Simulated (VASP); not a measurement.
# Rh (Fd-3m) in VASP: single point with PBE

Aim: the single point of Rh with PBE.

Program: VASP 6.6.1. These are calculated values, not measurements. Logs are shortened: lines on timing, memory, paths and dates and some standing lists are left out, and cuts for length are marked.

## 1. The cell of the first run

Symmetry: Fd-3m, No. 227, cubic system. The conventional cell has a = 5.622 Å, b = 5.622 Å, c = 5.622 Å, α = 90.00°, β = 90.00°, γ = 90.00°. Within 3.2 Å of Rh (site symmetry -43m) lie 4 Rh at 2.43 Å.

This isn't the form of Rh at room conditions, which is fcc.

## 2. Single point, PBE

Input file INCAR:

```
PREC = Accurate
ENCUT = 520
EDIFF = 1E-6
ISMEAR = -1
SIGMA = 0.06122561905347299
LREAL = False
LASPH = True
NELM = 80
ALGO = Normal
ISIF = 2
LWAVE = False
LCHARG = True
GGA = PE
LELF = True
LVHAR = True
NBANDS = 22
```

Input file KPOINTS:

```
regular mesh
0
Gamma
  34 34 34
```

Input file POSCAR:

```
Rh
1.0
    0.0000000000      2.8112307354      2.8112307354
    2.8112307354      0.0000000000      2.8112307354
    2.8112307354      2.8112307354      0.0000000000
Rh
2
Direct
    0.0000000000      0.0000000000      0.0000000000
    0.2500000000      0.2500000000      0.2500000000
```

Potentials or basis: VASP PAW PBE potentials, release 64 (Rh_pv).

Launch:

```
$ cat potpaw_PBE.64/Rh_pv/POTCAR > POTCAR
$ mpirun -np 1 vasp_std > vasp.out
```

OUTCAR:

```text
PREC = Accurate
   ENCUT = 520
   EDIFF = 1E-6
   ISMEAR = -1
   LREAL = False
   LASPH = True
   NELM = 80
   ISIF = 2
   GGA = PE

 ion  position               nearest neighbor table
   1  0.000  0.000  0.000-   2 2.43   2 2.43   2 2.43   2 2.43
   2  0.250  0.250  0.250-   1 2.43   1 2.43   1 2.43   1 2.43

  LATTYP: Found a face centered cubic cell.
 ALAT       =     5.6224614708

  Lattice vectors:

 A1 = (   0.0000000000,   2.8112307354,   2.8112307354)
 A2 = (   2.8112307354,   0.0000000000,   2.8112307354)
 A3 = (   2.8112307354,   2.8112307354,   0.0000000000)

Analysis of symmetry for initial positions (statically):
=====================================================================
 Subroutine PRICEL returns:
 Original cell was already a primitive cell.

 Routine SETGRP: Setting up the symmetry group for a
 face centered cubic supercell.

 Subroutine GETGRP returns: Found 48 space group operations
 (whereof 24 operations were pure point group operations)
 out of a pool of 48 trial point group operations.

The static configuration has the point symmetry T_d .
 The point group associated with its full space group is O_h .

Analysis of symmetry for dynamics (positions and initial velocities):
=====================================================================
 Subroutine PRICEL returns:
 Original cell was already a primitive cell.

 Routine SETGRP: Setting up the symmetry group for a
 face centered cubic supercell.

 Subroutine GETGRP returns: Found 48 space group operations
 (whereof 24 operations were pure point group operations)
 out of a pool of 48 trial point group operations.

The dynamic configuration has the point symmetry T_d .
 The point group associated with its full space group is O_h .

 Subroutine INISYM returns: Found 48 space group operations
 (whereof 24 operations are pure point group operations),
 and found     1 'primitive' translations

----------------------------------------------------------------------------------------

                                     Primitive cell

  volume of cell :      44.4344

  direct lattice vectors                    reciprocal lattice vectors
     0.000000000  2.811230735  2.811230735    -0.177858044  0.177858044  0.177858044
     2.811230735  0.000000000  2.811230735     0.177858044 -0.177858044  0.177858044
     2.811230735  2.811230735  0.000000000     0.177858044  0.177858044 -0.177858044

  length of vectors
     3.975680633  3.975680633  3.975680633     0.308059169  0.308059169  0.308059169

  position of ions in fractional coordinates (direct lattice)
     0.000000000  0.000000000  0.000000000
     0.250000000  0.250000000  0.250000000

  ion indices of the primitive-cell ions
   primitive index   ion index
                 1           1
                 2           2

----------------------------------------------------------------------------------------

 KPOINTS: regular mesh

Automatic generation of k-mesh.
 Grid dimensions read from file:
 generate k-points for:   34   34   34

 Generating k-lattice:

  Cartesian coordinates                     Fractional coordinates (reciprocal lattice)
    -0.005231119  0.005231119  0.005231119     0.029411765  0.000000000  0.000000000
     0.005231119 -0.005231119  0.005231119     0.000000000  0.029411765  0.000000000
     0.005231119  0.005231119 -0.005231119     0.000000000  0.000000000  0.029411765

  Length of vectors
     0.009060564  0.009060564  0.009060564

  Shift w.r.t. Gamma in fractional coordinates (k-lattice)
     0.000000000  0.000000000  0.000000000

 Subroutine IBZKPT returns following result:
 ===========================================

 Found   1059 irreducible k-points:

 Following reciprocal coordinates:
            Coordinates               Weight
  0.000000  0.000000  0.000000      1.000000
  0.029412  0.000000  0.000000      8.000000
  0.058824  0.000000  0.000000      8.000000
  0.088235  0.000000  0.000000      8.000000
  0.117647  0.000000  0.000000      8.000000
  0.147059  0.000000  0.000000      8.000000
[... 16 lines left out ...]
  0.147059  0.029412  0.000000     24.000000
  0.176471  0.029412  0.000000     24.000000
 [... further k-points ...]
   k-points           NKPTS =   1059   k-points in BZ     NKDIM =   1059   number of bands    NBANDS=     22
   number of dos      NEDOS =    301   number of ions     NIONS =      2
   total plane-waves  NPLWV =  27000
   dimension x,y,z NGX =    30 NGY =   30 NGZ =   30
   dimension x,y,z NGXF=    60 NGYF=   60 NGZF=   60
   ions per type =               2
   NGX,Y,Z   is equivalent  to a cutoff of  12.54, 12.54, 12.54 a.u.
   NGXF,Y,Z  is equivalent  to a cutoff of  25.09, 25.09, 25.09 a.u.
 SYSTEM =  unknown system
   PREC   = accura    normal or accurate (medium, high low for compatibility)
   ISTART =      0    job   : 0-new  1-cont  2-samecut
   ICHARG =      2    charge: 1-file 2-atom 10-const
   ISPIN  =      1    spin polarized calculation?
   LNONCOLLINEAR =      F non collinear calculations
   LSORBIT =      F    spin-orbit coupling
   LASPH  =      T    aspherical Exc in radial PAW
   ENCUT  =  520.0 eV  38.22 Ry    6.18 a.u.   7.39  7.39  7.39*2*pi/ulx,y,z
   NELM   =     80;   NELMIN=  2; NELMDL= -5     # of ELM steps
   EDIFF  = 0.1E-05   stopping-criterion for ELM
   LREAL  =      F    real-space projection
   EDIFFG = 0.1E-04   stopping-criterion for IOM
   NSW    =      0    number of steps for IOM
   IBRION =     -1    ionic relax: 0-MD 1-quasi-New 2-CG
   NFREE  =      0    steps in history (QN), initial steepest desc. (CG)
   ISIF   =      2    stress and relaxation
   ISYM   =      2    0-nonsym 1-usesym 2-fastsym
   POTIM  = 0.5000    time-step for ionic-motion
   TEBEG  =    0.0;   TEEND  =   0.0 temperature during run
   PSTRESS=    0.0 pullay stress
   NELECT =      30.0000    total number of electrons
   NUPDOWN=      -1.0000    fix difference up-down
   EMIN   =  10.00;   EMAX   =-10.00  energy-range for DOS
   EFERMI =   0.00;   METHOD = LEGACY
   ISMEAR =    -1;   SIGMA  =   0.06  broadening in eV -4-tet -1-fermi 0-gaus
   EFERMI_NEDOS =   21; number of points for ismear=-14 and -15
   IALGO  =     38    algorithm
   IMIX   =      4    mixing-type and parameters
     AMIX     =   0.40;   BMIX     =  1.00
     AMIX_MAG =   1.60;   BMIX_MAG =  1.00
  volume/ion in A,a.u.               =      22.22       149.93
  Fermi-wavevector in a.u.,A,eV,Ry     =   1.436180  2.713986 28.063538  2.062612
  Thomas-Fermi vector in A             =   2.555396
   LORBIT       =      0    0 simple, 1 ext, 2 COOP (PROOUT), +10 PAW based schemes
   GGA     = PE    functional components
   LHFCALC =     F    Hartree Fock is set to
   AEXX    =    0.0000 exact exchange contribution
   IVDW    =     0    specifies the selected vdW correction
   LEPSILON=     F    determine dielectric tensor
   LRPA    =     F    only Hartree local field effects (RPA)
 non-spin polarized calculation
  energy-cutoff  :      520.00
  volume of cell :       44.43
 maximum number of plane-waves:      1243
 NGX is ok and might be reduce to    30
   NGX = 15   NGY = 15   NGZ = 15

 number of electron      30.0000001 magnetization

 Free energy of the ion-electron system (eV)
  ---------------------------------------------------
  ext. energy  EPLUGINS =         0.00000000
  ---------------------------------------------------
  free energy    TOTEN  =       -12.26718856 eV

  energy without entropy =      -12.22061852  energy(sigma->0) =      -12.24390354

 E-fermi :   5.6375     XC(G=0): -10.7848

 val. band max:        5.6370194926   @ k =   0.5000   0.2353   0.0588
 cond. band min:       5.6386193872   @ k =   0.4412   0.3824   0.0294
 fundamental gap:      0.0015998947
 Fermi energy:         5.6374600142

 k-point     1 :       0.0000    0.0000    0.0000
  band No.  band energies     occupation
      1     -41.2494      2.00000
      2     -41.2494      2.00000
      3     -41.2494      2.00000
      4     -40.7376      2.00000
      5     -40.7376      2.00000
      6     -40.7376      2.00000
[... 14 lines left out ...]
     21      17.9661      0.00000
     22      18.1312      0.00000

 k-point     2 :       0.0294    0.0000    0.0000
  band No.  band energies     occupation
      1     -41.2498      2.00000
      2     -41.2498      2.00000
      3     -41.2492      2.00000
      4     -40.7378      2.00000
      5     -40.7371      2.00000
      6     -40.7371      2.00000
[... 14 lines left out ...]
     21      17.9188      0.00000
     22      18.2304      0.00000

 k-point     3 :       0.0588    0.0000    0.0000
  band No.  band energies     occupation
      1     -41.2513      2.00000
      2     -41.2513      2.00000
      3     -41.2487      2.00000
      4     -40.7385      2.00000
      5     -40.7356      2.00000
      6     -40.7356      2.00000
[... 14 lines left out ...]
     21      17.7094      0.00000
     22      18.4074      0.00000

 k-point     4 :       0.0882    0.0000    0.0000
  band No.  band energies     occupation
      1     -41.2536      2.00000
      2     -41.2536      2.00000
      3     -41.2479      2.00000
      4     -40.7395      2.00000
      5     -40.7333      2.00000
      6     -40.7333      2.00000
[... 14 lines left out ...]
     21      17.4948      0.00000
     22      18.5854      0.00000

 k-point     5 :       0.1176    0.0000    0.0000
  band No.  band energies     occupation
      1     -41.2567      2.00000
      2     -41.2567      2.00000
      3     -41.2468      2.00000
      4     -40.7410      2.00000
      5     -40.7301      2.00000
      6     -40.7301      2.00000
[... 417 lines left out ...]
 k-point    22 :       0.1176    0.0294    0.0000
  band No.  band energies     occupation
      1     -41.2575      2.00000
      2     -41.2563      2.00000
      3     -41.2451      2.00000
      4     -40.7425      2.00000
      5     -40.7306      2.00000
      6     -40.7293      2.00000
[... 14 lines left out ...]
     21      17.7293      0.00000
     22      18.4271      0.00000

 k-point    23 :       0.1471    0.0294    0.0000
  band No.  band energies     occupation
      1     -41.2613      2.00000
      2     -41.2596      2.00000
      3     -41.2438      2.00000
      4     -40.7443      2.00000
      5     -40.7272      2.00000
      6     -40.7254      2.00000
[... 14 lines left out ...]
     21      17.4238      0.00000
     22      18.6534      0.00000

 k-point    24 :       0.1765    0.0294    0.0000
  band No.  band energies     occupation
      1     -41.2656      2.00000
      2     -41.2636      2.00000
      3     -41.2422      2.00000
      4     -40.7463      2.00000
      5     -40.7232      2.00000
      6     -40.7210      2.00000
[... 14 lines left out ...]
     21      17.1317      0.00000
     22      18.8430      0.00000

 [... further k-points ...]

------------------------ aborting loop because EDIFF is reached ----------------------------------------

  FORCE on cell =-STRESS in cart. coord.  units (eV):
  Direction    XX          YY          ZZ          XY          YZ          ZX
  --------------------------------------------------------------------------------------
  -------------------------------------------------------------------------------------
  Total       -1.7789964     -1.7789964     -1.7789964     -0.0000000      0.0000000      0.0000000
  in kB      -64.1454972    -64.1454972    -64.1454972     -0.0000000      0.0000000      0.0000000
  external PRESSURE =     -64.1454972 kB  Pullay stress =       0.0000000 kB

 VOLUME and BASIS-vectors are now :
 -----------------------------------------------------------------------------
  energy-cutoff  :      520.00
  volume of cell :       44.43
      direct lattice vectors                 reciprocal lattice vectors
     0.000000000  2.811230735  2.811230735    -0.177858044  0.177858044  0.177858044
     2.811230735  0.000000000  2.811230735     0.177858044 -0.177858044  0.177858044
     2.811230735  2.811230735  0.000000000     0.177858044  0.177858044 -0.177858044

 POSITION                                       TOTAL-FORCE (eV/Angst)
 -----------------------------------------------------------------------------------
      0.00000      0.00000      0.00000         0.000000     -0.000000     -0.000000
      1.40562      1.40562      1.40562        -0.000000      0.000000      0.000000
 -----------------------------------------------------------------------------------
    total drift:                                0.000000     -0.000000      0.000000

  FREE ENERGIE OF THE ION-ELECTRON SYSTEM (eV)
  ---------------------------------------------------
  free  energy   TOTEN  =       -12.2671885595 eV

  energy  without entropy=      -12.2206185172  energy(sigma->0) =      -12.24390354
```

Run time: 7.5 min. Hardware: 1 thread of Intel Xeon 6975P-C (Granite Rapids), shared host; peak memory 0.82 GiB.

Results:

```
Free energy            : -12.2672 eV
Pressure               : -6.4 GPa
Band gap on the k mesh : zero (bands 15 and 16 overlap by 1.12 eV)
```

Caveat: the cell stands under tension.
